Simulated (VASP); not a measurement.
# SiC (wurtzite type) (P6_3mc) in VASP: relaxation of cell and atoms with PBE

Aim: the relaxation of cell and atoms of SiC (wurtzite type) with PBE.

All numbers are computed with VASP 6.6.1; they aren't measurements. Logs are shortened: lines on timing, memory, paths and dates and some standing lists are left out, and cuts for length are marked.

## (1) The cell of the first run

It takes space group P6_3mc (No. 186, hexagonal). Conventional cell: a = 2.954 Å, b = 2.954 Å, c = 4.815 Å, α = 90.00°, β = 90.00°, γ = 120.00°. Si (site symmetry 3m) has 4 C at 1.81 Å within 2.4 Å. Within 2.4 Å of C (site symmetry 3m) lie 4 Si at 1.81 Å.

## (2) Relaxation of cell and atoms, PBE, target pressure 21 GPa, at which the enthalpy is minimised

INCAR

```
PREC = Accurate ; ENCUT = 600
EDIFF = 1E-7 ; ISMEAR = -1
SIGMA = 0.1 ; LREAL = F
LASPH = T ; NELM = 60
ALGO = Normal ; ISIF = 3
LWAVE = F ; LCHARG = F
GGA = PE ; IBRION = 2
NSW = 60 ; EDIFFG = -0.005
PSTRESS = 210.0
```

KPOINTS

```
Automatic mesh
0
Gamma
  12 12 7
```

POSCAR

```
SiC
1.0
    2.9541346904      0.0000000000      0.0000000000
   -1.4770673452      2.5583556881      0.0000000000
    0.0000000000      0.0000000000      4.8152395453
Si C
2 2
Direct
    0.3333333333      0.6666666667      0.0000000000
    0.6666666667      0.3333333333      0.5000000000
    0.3333333333      0.6666666667      0.3760000000
    0.6666666667      0.3333333333      0.8760000000
```

Potentials or basis: VASP PAW PBE potentials, release 64 (Si, C).

The run is started by

```console
cat potpaw_PBE.64/Si/POTCAR potpaw_PBE.64/C/POTCAR > POTCAR
mpirun -np 1 vasp_std > vasp.out
```

OUTCAR:

```text
PREC = Accurate
   ENCUT = 600
   EDIFF = 1E-7
   ISMEAR = -1
   LREAL = F
   LASPH = T
   NELM = 60
   ISIF = 3
   GGA = PE
   IBRION = 2
   NSW = 60
   EDIFFG = -0.005
   PSTRESS = 210.0

 ion  position               nearest neighbor table
   1  0.333  0.667  0.000-   4 1.81   4 1.81   4 1.81   3 1.81   2 2.95   2 2.95   2 2.95   2 2.95
                             2 2.95   2 2.95
   2  0.667  0.333  0.500-   3 1.81   3 1.81   3 1.81   4 1.81   1 2.95   1 2.95   1 2.95   1 2.95
                             1 2.95   1 2.95
   3  0.333  0.667  0.376-   2 1.81   2 1.81   2 1.81   1 1.81
   4  0.667  0.333  0.876-   1 1.81   1 1.81   1 1.81   2 1.81

  LATTYP: Found a hexagonal cell.
 ALAT       =     2.9541346904
 C/A-ratio  =     1.6300000000

  Lattice vectors:

 A1 = (   2.9541346904,   0.0000000000,   0.0000000000)
 A2 = (  -1.4770673452,   2.5583556881,   0.0000000000)
 A3 = (   0.0000000000,   0.0000000000,   4.8152395453)

Analysis of symmetry for initial positions (statically):
=====================================================================
 Subroutine PRICEL returns:
 Original cell was already a primitive cell.

 Routine SETGRP: Setting up the symmetry group for a
 hexagonal supercell.

 Subroutine GETGRP returns: Found 12 space group operations
 (whereof  6 operations were pure point group operations)
 out of a pool of 24 trial point group operations.

The static configuration has the point symmetry C_3v.
 The point group associated with its full space group is C_6v.

Analysis of symmetry for dynamics (positions and initial velocities):
=====================================================================
 Subroutine PRICEL returns:
 Original cell was already a primitive cell.

 Routine SETGRP: Setting up the symmetry group for a
 hexagonal supercell.

 Subroutine GETGRP returns: Found 12 space group operations
 (whereof  6 operations were pure point group operations)
 out of a pool of 24 trial point group operations.

The dynamic configuration has the point symmetry C_3v.
 The point group associated with its full space group is C_6v.

 Subroutine INISYM returns: Found 12 space group operations
 (whereof  6 operations are pure point group operations),
 and found     1 'primitive' translations

----------------------------------------------------------------------------------------

                                     Primitive cell

  volume of cell :      36.3923

  direct lattice vectors                    reciprocal lattice vectors
     2.954134690  0.000000000  0.000000000     0.338508601  0.195438032  0.000000000
    -1.477067345  2.558355688  0.000000000     0.000000000  0.390876063  0.000000000
     0.000000000  0.000000000  4.815239545     0.000000000  0.000000000  0.207673988

  length of vectors
     2.954134690  2.954134690  4.815239545     0.390876063  0.390876063  0.207673988

  position of ions in fractional coordinates (direct lattice)
     0.333333333  0.666666667  0.000000000
     0.666666667  0.333333333  0.500000000
     0.333333333  0.666666667  0.376000000
     0.666666667  0.333333333  0.876000000

  ion indices of the primitive-cell ions
   primitive index   ion index
                 1           1
                 2           2
                 3           3
                 4           4

----------------------------------------------------------------------------------------

 KPOINTS: Automatic mesh

Automatic generation of k-mesh.
 Grid dimensions read from file:
 generate k-points for:   12   12    7

 Generating k-lattice:

  Cartesian coordinates                     Fractional coordinates (reciprocal lattice)
     0.028209050  0.016286503  0.000000000     0.083333333  0.000000000  0.000000000
     0.000000000  0.032573005  0.000000000     0.000000000  0.083333333  0.000000000
     0.000000000  0.000000000  0.029667713     0.000000000  0.000000000  0.142857143

  Length of vectors
     0.032573005  0.032573005  0.029667713

  Shift w.r.t. Gamma in fractional coordinates (k-lattice)
     0.000000000  0.000000000  0.000000000

 Subroutine IBZKPT returns following result:
 ===========================================

 Found     76 irreducible k-points:

 Following reciprocal coordinates:
            Coordinates               Weight
  0.000000  0.000000  0.000000      1.000000
  0.083333 -0.000000  0.000000      6.000000
  0.166667  0.000000  0.000000      6.000000
  0.250000 -0.000000  0.000000      6.000000
  0.333333  0.000000  0.000000      6.000000
  0.416667 -0.000000  0.000000      6.000000
[... 16 lines left out ...]
  0.250000 -0.000000  0.142857     12.000000
  0.333333  0.000000  0.142857     12.000000
 [... further k-points ...]
   k-points           NKPTS =     76   k-points in BZ     NKDIM =     76   number of bands    NBANDS=     12
   number of dos      NEDOS =    301   number of ions     NIONS =      4
   total plane-waves  NPLWV =  23040
   dimension x,y,z NGX =    24 NGY =   24 NGZ =   40
   dimension x,y,z NGXF=    48 NGYF=   48 NGZF=   80
   ions per type =               2   2
   NGX,Y,Z   is equivalent  to a cutoff of  13.51, 13.51, 13.81 a.u.
   NGXF,Y,Z  is equivalent  to a cutoff of  27.01, 27.01, 27.62 a.u.
 SYSTEM =  unknown system
   PREC   = accura    normal or accurate (medium, high low for compatibility)
   ISTART =      0    job   : 0-new  1-cont  2-samecut
   ICHARG =      2    charge: 1-file 2-atom 10-const
   ISPIN  =      1    spin polarized calculation?
   LNONCOLLINEAR =      F non collinear calculations
   LSORBIT =      F    spin-orbit coupling
   LASPH  =      T    aspherical Exc in radial PAW
   ENCUT  =  600.0 eV  44.10 Ry    6.64 a.u.   5.90  5.90  9.62*2*pi/ulx,y,z
   NELM   =     60;   NELMIN=  2; NELMDL= -5     # of ELM steps
   EDIFF  = 0.1E-06   stopping-criterion for ELM
   LREAL  =      F    real-space projection
   EDIFFG = -.5E-02   stopping-criterion for IOM
   NSW    =     60    number of steps for IOM
   IBRION =      2    ionic relax: 0-MD 1-quasi-New 2-CG
   NFREE  =      1    steps in history (QN), initial steepest desc. (CG)
   ISIF   =      3    stress and relaxation
   ISYM   =      2    0-nonsym 1-usesym 2-fastsym
   POTIM  = 0.5000    time-step for ionic-motion
   TEBEG  =    0.0;   TEEND  =   0.0 temperature during run
   PSTRESS=  210.0 pullay stress
   NELECT =      16.0000    total number of electrons
   NUPDOWN=      -1.0000    fix difference up-down
   EMIN   =  10.00;   EMAX   =-10.00  energy-range for DOS
   EFERMI =   0.00;   METHOD = LEGACY
   ISMEAR =    -1;   SIGMA  =   0.10  broadening in eV -4-tet -1-fermi 0-gaus
   EFERMI_NEDOS =   21; number of points for ismear=-14 and -15
   IALGO  =     38    algorithm
   IMIX   =      4    mixing-type and parameters
     AMIX     =   0.40;   BMIX     =  1.00
     AMIX_MAG =   1.60;   BMIX_MAG =  1.00
  volume/ion in A,a.u.               =       9.10        61.40
  Fermi-wavevector in a.u.,A,eV,Ry     =   1.244835  2.352397 21.083781  1.549614
  Thomas-Fermi vector in A             =   2.379084
   LORBIT       =      0    0 simple, 1 ext, 2 COOP (PROOUT), +10 PAW based schemes
   GGA     = PE    functional components
   LHFCALC =     F    Hartree Fock is set to
   AEXX    =    0.0000 exact exchange contribution
   IVDW    =     0    specifies the selected vdW correction
   LEPSILON=     F    determine dielectric tensor
   LRPA    =     F    only Hartree local field effects (RPA)
 conjugate gradient relaxation of ions
 non-spin polarized calculation
  energy-cutoff  :      600.00
  volume of cell :       36.39
 maximum number of plane-waves:      1236
 NGX is ok and might be reduce to    24
   NGX = 11   NGY = 11   NGZ = 19

--------------------------------------- Ionic step        1  -------------------------------------------

 number of electron      16.0000000 magnetization

 Free energy of the ion-electron system (eV)
  ---------------------------------------------------
  ext. energy  EPLUGINS =         0.00000000
  ---------------------------------------------------
  free energy    TOTEN  =       -29.48197493 eV

  energy without entropy =      -29.48197403  energy(sigma->0) =      -29.48197448

------------------------ aborting loop because EDIFF is reached ----------------------------------------

  FORCE on cell =-STRESS in cart. coord.  units (eV):
  Direction    XX          YY          ZZ          XY          YZ          ZX
  --------------------------------------------------------------------------------------
  -------------------------------------------------------------------------------------
  Total        8.8108448      8.8108448      9.7199515      0.0000000      0.0000000      0.0000000
  in kB      387.8993209    387.8993209    427.9229372      0.0000000      0.0000000      0.0000000
  external PRESSURE =     191.2405263 kB  Pullay stress =     210.0000000 kB
[... 25 lines left out ...]
  enthalpy is  TOTEN    =       -24.7119809997 eV   P V=        4.7699939280

--------------------------------------- Ionic step        2  -------------------------------------------

 number of electron      16.0000000 magnetization

 E-fermi :   9.2243     XC(G=0): -11.2409

 val. band max:        7.9540995726   @ k =   0.0000   0.0000   0.0000
 cond. band min:      10.3299494816   @ k =   0.3333   0.3333   0.0000
 fundamental gap:      2.3758499090
 Fermi energy:         9.2243412967

 k-point     1 :       0.0000    0.0000    0.0000
  band No.  band energies     occupation
      1      -7.3942      2.00000
      2      -3.9635      2.00000
      3      -0.5481      2.00000
      4       6.6752      2.00000
      5       6.6752      2.00000
      6       7.9089      2.00000
      7       7.9541      1.99999
      8       7.9541      1.99999
      9      12.6195      0.00000
     10      13.8605      0.00000
     11      14.5232      0.00000
     12      14.5232      0.00000
[... 622 lines left out ...]
  enthalpy is  TOTEN    =       -24.8402515697 eV   P V=        5.0665819469

--------------------------------------- Ionic step        9  -------------------------------------------

 number of electron      15.9999999 magnetization

 Free energy of the ion-electron system (eV)
  ---------------------------------------------------
  ext. energy  EPLUGINS =         0.00000000
  ---------------------------------------------------
  free energy    TOTEN  =       -29.90195598 eV

  energy without entropy =      -29.90195537  energy(sigma->0) =      -29.90195567

 E-fermi :  10.2176     XC(G=0): -11.6525

 val. band max:        9.0569407017   @ k =   0.0000   0.0000   0.0000
 cond. band min:      11.2090028018   @ k =   0.3333   0.3333   0.0000
 fundamental gap:      2.1520621001
 Fermi energy:        10.2176497868

 k-point     1 :       0.0000    0.0000    0.0000
  band No.  band energies     occupation
      1      -7.0704      2.00000
      2      -3.2332      2.00000
      3      -0.0422      2.00000
      4       7.7053      2.00000
      5       7.7053      2.00000
      6       8.9478      1.99999
      7       9.0569      1.99998
      8       9.0569      1.99998
      9      14.4389      0.00000
     10      16.0012      0.00000
     11      16.1377      0.00000
     12      16.1377      0.00000
[... 376 lines left out ...]
  FREE ENERGIE OF THE ION-ELECTRON SYSTEM (eV)
  ---------------------------------------------------
  free  energy   TOTEN  =       -29.9019559765 eV

  energy  without entropy=      -29.9019553725  energy(sigma->0) =      -29.90195567

  enthalpy is  TOTEN    =       -24.8403346963 eV   P V=        5.0616212803

 reached required accuracy - stopping structural energy minimisation
```

It took 4.2 min on 1 thread of Intel Xeon 8259CL, shared host; peak memory 0.18 GiB.

What came out:

```
Free energy                                                : -29.9020 eV
Relaxed volume                                             : 9.65 Å³/atom
Relaxed cell                                               : a = 3.007 Å, b = 3.007 Å, c = 4.931 Å, α = 90.00°, β = 90.00°, γ = 120.00°
Space group after relaxing (to 0.1 Å)                      : P6_3mc (No. 186)
Energy change on relaxing (the run minimises the enthalpy) : -105.0 meV/atom
Ionic steps                                                : 9
Pressure after relaxing                                    : 21.0 GPa
Band gap on the k mesh                                     : 2.15 eV (least direct gap 4.10 eV)
```

Step by step:
| step | energy change (eV) | largest force (eV/Å) | pressure (GPa) | volume (Å³) |
| --- | --- | --- | --- | --- |
| 1 | 0.0000 | 0.0873 | 40.12 | 36.39 |
| 2 | -0.6209 | 0.1881 | -2.03 | 42.42 |
| 3 | -0.4265 | 0.0702 | 20.57 | 38.67 |
| 4 | -0.4194 | 0.0673 | 20.99 | 38.62 |
| 5 | -0.4134 | 0.0650 | 21.32 | 38.57 |
| 6 | -0.4152 | 0.0350 | 21.25 | 38.58 |
| 7 | -0.4149 | 0.0140 | 21.26 | 38.58 |
| 8 | -0.4249 | 0.0154 | 20.70 | 38.66 |
| 9 | -0.4200 | 0.0008 | 20.98 | 38.62 |

Final structure:
```
CELL_PARAMETERS angstrom
3.00717 0.00000 0.00000
-1.50358 2.60428 0.00000
0.00000 0.00000 4.93100
ATOMIC_POSITIONS crystal
Si 0.33333 0.66667 0.00009
Si 0.66667 0.33333 0.50009
C 0.33333 0.66667 0.37591
C 0.66667 0.33333 0.87591
```

Levels at points of the mesh, in eV from the valence-band top:
```csv
k point,band 5,band 6,band 7,band 8,band 9,band 10,band 11,band 12
"(0.00, 0.00, 0.00)",-1.35,-0.11,0.00,0.00,5.38,6.94,7.08,7.08
"(0.50, 0.00, 0.00)",-5.67,-3.48,-3.46,-1.21,2.89,4.30,7.40,7.41
```

Caveat: the cell is relaxed towards a set pressure, so the run minimises the enthalpy, not the energy; an odd mesh through Γ misses points on the zone boundary, where band edges can lie.
